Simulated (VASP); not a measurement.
SrO:

```xyz
2
Lattice="0.0000 2.5799 2.5799 2.5799 0.0000 2.5799 2.5799 2.5799 0.0000" Properties=species:S:1:pos:R:3 pbc="T T T"
Sr    0.0000    0.0000    0.0000
O     2.5799    2.5799    2.5799
```

Program: VASP 6.6.1. Alike in all runs: task single point; potentials or basis VASP PAW PBE potentials, release 64 (Sr_sv, O); no spin polarisation; cell as given; cutoff (eV) 520; smearing gaussian 0.01 eV.

**Question.** Order these runs on this cell by their pressure, lowest first.
A. level HSE06; k mesh 4 × 4 × 4; grid for exact exchange (PRECFOCK) Normal; share of exact exchange 0.25; screening parameter 0.2079 1/Å
B. level PBE-based screened hybrid with 75 % exact exchange; k mesh 4 × 4 × 4; grid for exact exchange (PRECFOCK) Normal; share of exact exchange 0.75; screening parameter 0.2078 1/Å
C. level PBE; k mesh 6 × 6 × 6
D. level r2SCAN50; k mesh 4 × 4 × 4; grid for exact exchange (PRECFOCK) Normal; share of exact exchange 0.5

**Answer.** B (-3.9 GPa), D (-2.3 GPa), A (0.2 GPa), C (2.4 GPa).

Caveats: some runs use coarse meshes; the PAW data sets were made with another functional, which shifts forces and pressure a little (at least some runs).
